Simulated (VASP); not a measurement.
# Tc3C (Fm-3m) in VASP: a series of runs, part 2 of 2

VASP 6.6.1. Earlier steps stand in the parts before.

### 3 Relaxation of cell and atoms, LDA

This run uses another cell than the first one, of 7.58 Å³/atom.

File INCAR:

```
ALGO = Normal ; EDIFF = 1E-7
EDIFFG = -0.02 ; ENCUT = 600
GGA = CA ; GGA_COMPAT = F
IBRION = 2 ; ISIF = 3
ISMEAR = 1 ; LASPH = T
LCHARG = F ; LREAL = F
LWAVE = F ; NELM = 120
NELMIN = 4 ; NSW = 80
PREC = Accurate ; SIGMA = 0.05
```

File KPOINTS:

```
k-points
0
Gamma
  8 8 8
```

File POSCAR:

```
Tc3C
1.0
    0.0000000000      2.4750000000      2.4750000000
    2.4750000000      0.0000000000      2.4750000000
    2.4750000000      2.4750000000      0.0000000000
C Tc
1 3
Direct
    0.0000000000      0.0000000000      0.0000000000
    0.5000000000      0.5000000000      0.5000000000
    0.2500000000      0.2500000000      0.2500000000
    0.7500000000      0.7500000000      0.7500000000
```

Potentials or basis: VASP PAW LDA potentials, release 64 (C, Tc_pv).

Command:

```bash
> cat potpaw_LDA.64/C/POTCAR potpaw_LDA.64/Tc_pv/POTCAR > POTCAR
> mpirun -np 1 vasp_std > vasp.out
```

OUTCAR:

```text
EDIFF = 1E-7
   EDIFFG = -0.02
   ENCUT = 600
   GGA = CA
   IBRION = 2
   ISIF = 3
   ISMEAR = 1
   LASPH = T
   LREAL = F
   NELM = 120
   NELMIN = 4
   NSW = 80
   PREC = Accurate

 ion  position               nearest neighbor table
   1  0.000  0.000  0.000-   4 2.14   4 2.14   4 2.14   3 2.14   4 2.14   3 2.14   3 2.14   3 2.14
                             2 2.48   2 2.48   2 2.48   2 2.48   2 2.48   2 2.48
   2  0.500  0.500  0.500-   3 2.14   3 2.14   3 2.14   3 2.14   4 2.14   4 2.14   4 2.14   4 2.14
                             1 2.48   1 2.48   1 2.48   1 2.48   1 2.48   1 2.48
   3  0.250  0.250  0.250-   1 2.14   1 2.14   1 2.14   1 2.14   2 2.14   2 2.14   2 2.14   2 2.14
                             4 2.48   4 2.48   4 2.48   4 2.48   4 2.48   4 2.48
   4  0.750  0.750  0.750-   2 2.14   2 2.14   2 2.14   1 2.14   2 2.14   1 2.14   1 2.14   1 2.14
                             3 2.48   3 2.48   3 2.48   3 2.48   3 2.48   3 2.48

  LATTYP: Found a face centered cubic cell.
 ALAT       =     4.9500000000

  Lattice vectors:

 A1 = (   0.0000000000,   2.4750000000,   2.4750000000)
 A2 = (   2.4750000000,   0.0000000000,   2.4750000000)
 A3 = (   2.4750000000,   2.4750000000,   0.0000000000)

Analysis of symmetry for initial positions (statically):
=====================================================================
 Subroutine PRICEL returns:
 Original cell was already a primitive cell.

 Routine SETGRP: Setting up the symmetry group for a
 face centered cubic supercell.

 Subroutine GETGRP returns: Found 48 space group operations
 (whereof 48 operations were pure point group operations)
 out of a pool of 48 trial point group operations.

The static configuration has the point symmetry O_h .

Analysis of symmetry for dynamics (positions and initial velocities):
=====================================================================
 Subroutine PRICEL returns:
 Original cell was already a primitive cell.

 Routine SETGRP: Setting up the symmetry group for a
 face centered cubic supercell.

 Subroutine GETGRP returns: Found 48 space group operations
 (whereof 48 operations were pure point group operations)
 out of a pool of 48 trial point group operations.

The dynamic configuration has the point symmetry O_h .

 Subroutine INISYM returns: Found 48 space group operations
 (whereof 48 operations are pure point group operations),
 and found     1 'primitive' translations

----------------------------------------------------------------------------------------

                                     Primitive cell

  volume of cell :      30.3218

  direct lattice vectors                    reciprocal lattice vectors
     0.000000000  2.475000000  2.475000000    -0.202020202  0.202020202  0.202020202
     2.475000000  0.000000000  2.475000000     0.202020202 -0.202020202  0.202020202
     2.475000000  2.475000000  0.000000000     0.202020202  0.202020202 -0.202020202

  length of vectors
     3.500178567  3.500178567  3.500178567     0.349909254  0.349909254  0.349909254

  position of ions in fractional coordinates (direct lattice)
     0.000000000  0.000000000  0.000000000
     0.500000000  0.500000000  0.500000000
     0.250000000  0.250000000  0.250000000
     0.750000000  0.750000000  0.750000000

  ion indices of the primitive-cell ions
   primitive index   ion index
                 1           1
                 2           2
                 3           3
                 4           4

----------------------------------------------------------------------------------------

 KPOINTS: k-points

Automatic generation of k-mesh.
 Grid dimensions read from file:
 generate k-points for:    8    8    8

 Generating k-lattice:

  Cartesian coordinates                     Fractional coordinates (reciprocal lattice)
    -0.025252525  0.025252525  0.025252525     0.125000000  0.000000000  0.000000000
     0.025252525 -0.025252525  0.025252525     0.000000000  0.125000000  0.000000000
     0.025252525  0.025252525 -0.025252525     0.000000000  0.000000000  0.125000000

  Length of vectors
     0.043738657  0.043738657  0.043738657

  Shift w.r.t. Gamma in fractional coordinates (k-lattice)
     0.000000000  0.000000000  0.000000000

 Subroutine IBZKPT returns following result:
 ===========================================

 Found     29 irreducible k-points:

 Following reciprocal coordinates:
            Coordinates               Weight
  0.000000  0.000000  0.000000      1.000000
  0.125000  0.000000  0.000000      8.000000
  0.250000  0.000000  0.000000      8.000000
  0.375000  0.000000  0.000000      8.000000
  0.500000  0.000000  0.000000      4.000000
  0.125000  0.125000  0.000000      6.000000
[... 16 lines left out ...]
  0.500000  0.250000  0.125000     48.000000
 -0.375000  0.250000  0.125000     24.000000
 [... further k-points ...]
   k-points           NKPTS =     29   k-points in BZ     NKDIM =     29   number of bands    NBANDS=     25
   number of dos      NEDOS =    301   number of ions     NIONS =      4
   total plane-waves  NPLWV =  21952
   dimension x,y,z NGX =    28 NGY =   28 NGZ =   28
   dimension x,y,z NGXF=    56 NGYF=   56 NGZF=   56
   ions per type =               1   3
   NGX,Y,Z   is equivalent  to a cutoff of  13.30, 13.30, 13.30 a.u.
   NGXF,Y,Z  is equivalent  to a cutoff of  26.60, 26.60, 26.60 a.u.
 SYSTEM =  unknown system
   PREC   = accura    normal or accurate (medium, high low for compatibility)
   ISTART =      0    job   : 0-new  1-cont  2-samecut
   ICHARG =      2    charge: 1-file 2-atom 10-const
   ISPIN  =      1    spin polarized calculation?
   LNONCOLLINEAR =      F non collinear calculations
   LSORBIT =      F    spin-orbit coupling
   LASPH  =      T    aspherical Exc in radial PAW
   ENCUT  =  600.0 eV  44.10 Ry    6.64 a.u.   6.99  6.99  6.99*2*pi/ulx,y,z
   NELM   =    120;   NELMIN=  4; NELMDL= -5     # of ELM steps
   EDIFF  = 0.1E-06   stopping-criterion for ELM
   LREAL  =      F    real-space projection
   EDIFFG = -.2E-01   stopping-criterion for IOM
   NSW    =     80    number of steps for IOM
   IBRION =      2    ionic relax: 0-MD 1-quasi-New 2-CG
   NFREE  =      1    steps in history (QN), initial steepest desc. (CG)
   ISIF   =      3    stress and relaxation
   ISYM   =      2    0-nonsym 1-usesym 2-fastsym
   POTIM  = 0.5000    time-step for ionic-motion
   TEBEG  =    0.0;   TEEND  =   0.0 temperature during run
   PSTRESS=    0.0 pullay stress
   NELECT =      43.0000    total number of electrons
   NUPDOWN=      -1.0000    fix difference up-down
   EMIN   =  10.00;   EMAX   =-10.00  energy-range for DOS
   EFERMI =   0.00;   METHOD = LEGACY
   ISMEAR =     1;   SIGMA  =   0.05  broadening in eV -4-tet -1-fermi 0-gaus
   EFERMI_NEDOS =   21; number of points for ismear=-14 and -15
   IALGO  =     38    algorithm
   IMIX   =      4    mixing-type and parameters
     AMIX     =   0.40;   BMIX     =  1.00
     AMIX_MAG =   1.60;   BMIX_MAG =  1.00
  volume/ion in A,a.u.               =       7.58        51.16
  Fermi-wavevector in a.u.,A,eV,Ry     =   1.839271  3.475719 46.027403  3.382919
  Thomas-Fermi vector in A             =   2.891857
   LORBIT       =      0    0 simple, 1 ext, 2 COOP (PROOUT), +10 PAW based schemes
   GGA     = CA    functional components
   LHFCALC =     F    Hartree Fock is set to
   AEXX    =    0.0000 exact exchange contribution
   IVDW    =     0    specifies the selected vdW correction
   LEPSILON=     F    determine dielectric tensor
   LRPA    =     F    only Hartree local field effects (RPA)
 conjugate gradient relaxation of ions
 non-spin polarized calculation
 Methfessel and Paxton  Order N= 1 SIGMA  =   0.05
  energy-cutoff  :      600.00
  volume of cell :       30.32
 maximum number of plane-waves:      1036
   NGX = 13   NGY = 13   NGZ = 13

--------------------------------------- Ionic step        1  -------------------------------------------

 number of electron      43.0000002 magnetization

 Free energy of the ion-electron system (eV)
  ---------------------------------------------------
  ext. energy  EPLUGINS =         0.00000000
  ---------------------------------------------------
  free energy    TOTEN  =       -25.98770038 eV

  energy without entropy =      -25.98735100  energy(sigma->0) =      -25.98758392

------------------------ aborting loop because EDIFF is reached ----------------------------------------

  FORCE on cell =-STRESS in cart. coord.  units (eV):
  Direction    XX          YY          ZZ          XY          YZ          ZX
  --------------------------------------------------------------------------------------
  -------------------------------------------------------------------------------------
  Total       75.1250887     75.1250887     75.1250887     -0.0000000      0.0000000     -0.0000000
  in kB     3969.5380978   3969.5380978   3969.5380978     -0.0000000      0.0000000     -0.0000000
  external PRESSURE =    3969.5380978 kB  Pullay stress =       0.0000000 kB
[... 1575 lines left out ...]
  energy  without entropy=      -40.7390981795  energy(sigma->0) =      -40.73908443

--------------------------------------- Ionic step        7  -------------------------------------------

 number of electron      43.0000018 magnetization

 Free energy of the ion-electron system (eV)
  ---------------------------------------------------
  ext. energy  EPLUGINS =         0.00000000
  ---------------------------------------------------
  free energy    TOTEN  =       -40.74609027 eV

  energy without entropy =      -40.74641100  energy(sigma->0) =      -40.74619718

 E-fermi :  13.0165     XC(G=0): -14.0520

 val. band max:       12.9979911286   @ k =   0.2500   0.2500   0.0000
 cond. band min:      13.0349312835   @ k =   0.5000   0.3750   0.1250
 fundamental gap:      0.0369401549
 Fermi energy:        13.0164710557

 k-point     1 :       0.0000    0.0000    0.0000
  band No.  band energies     occupation
      1     -26.5191      2.00000
      2     -26.5191      2.00000
      3     -26.5191      2.00000
      4     -26.1212      2.00000
      5     -26.1212      2.00000
      6     -26.1212      2.00000
[... 694 lines left out ...]
  FREE ENERGIE OF THE ION-ELECTRON SYSTEM (eV)
  ---------------------------------------------------
  free  energy   TOTEN  =       -40.7460902734 eV

  energy  without entropy=      -40.7464109987  energy(sigma->0) =      -40.74619718

 reached required accuracy - stopping structural energy minimisation
```

CONTCAR:

```text
Tc3C
   1.00000000000000
     0.0000000000000000    2.8863344804794782    2.8863344804794782
     2.8863344804794782    0.0000000000000000    2.8863344804794782
     2.8863344804794782    2.8863344804794782   -0.0000000000000000
  C               Tc
     1     3
Direct
     0.0000000000000000    0.0000000000000000    0.0000000000000000
     0.5000000000000000    0.5000000000000000    0.5000000000000000
     0.2500000000000000    0.2500000000000000    0.2500000000000000
     0.7500000000000000    0.7500000000000000    0.7500000000000000

  0.00000000E+00  0.00000000E+00  0.00000000E+00
  0.00000000E+00  0.00000000E+00  0.00000000E+00
  0.00000000E+00  0.00000000E+00  0.00000000E+00
  0.00000000E+00  0.00000000E+00  0.00000000E+00
```

Wall time 2.9 min (1 thread of Intel Xeon 6975P-C (Granite Rapids), shared host); peak memory 0.15 GiB.

What came out:

```
Free energy                           : -40.7461 eV
Relaxed volume                        : 12.02 Å³/atom
Relaxed cell                          : a = 4.082 Å, b = 4.082 Å, c = 4.082 Å, α = 60.00°, β = 60.00°, γ = 60.00°
Space group after relaxing (to 0.1 Å) : Fm-3m (No. 225)
Pressure after relaxing               : -0.1 GPa
Band gap on the k mesh                : zero (an odd number of electrons rules out a gap without spin polarisation)
```

Final structure:
```yaml
crystal:
  lattice:
    - [0.00000, 2.88633, 2.88633]
    - [2.88633, 0.00000, 2.88633]
    - [2.88633, 2.88633, 0.00000]
  atoms:
    - { symbol: C, position: [0.00000, 0.00000, 0.00000] }
    - { symbol: Tc, position: [0.50000, 0.50000, 0.50000] }
    - { symbol: Tc, position: [0.25000, 0.25000, 0.25000] }
    - { symbol: Tc, position: [0.75000, 0.75000, 0.75000] }
```

Levels at points of the mesh, in eV from the Fermi level:
| k point | band 19 | band 20 | band 21 | band 22 | band 23 | band 24 |
| --- | --- | --- | --- | --- | --- | --- |
| (0.00, 0.00, 0.00) | -1.24 | 1.36 | 1.36 | 1.36 | 1.44 | 2.15 |
| (0.50, 0.00, 0.00) | -1.45 | -1.45 | -0.66 | 0.35 | 0.35 | 0.71 |
| (0.50, 0.50, 0.00) | -1.89 | -0.78 | -0.27 | -0.27 | 0.53 | 0.91 |

Caveat: the volume moved by over 15 % at a fixed basis, so the end points are rough.

The gap in the log of VASP goes by the Fermi energy; the results here count the filled bands.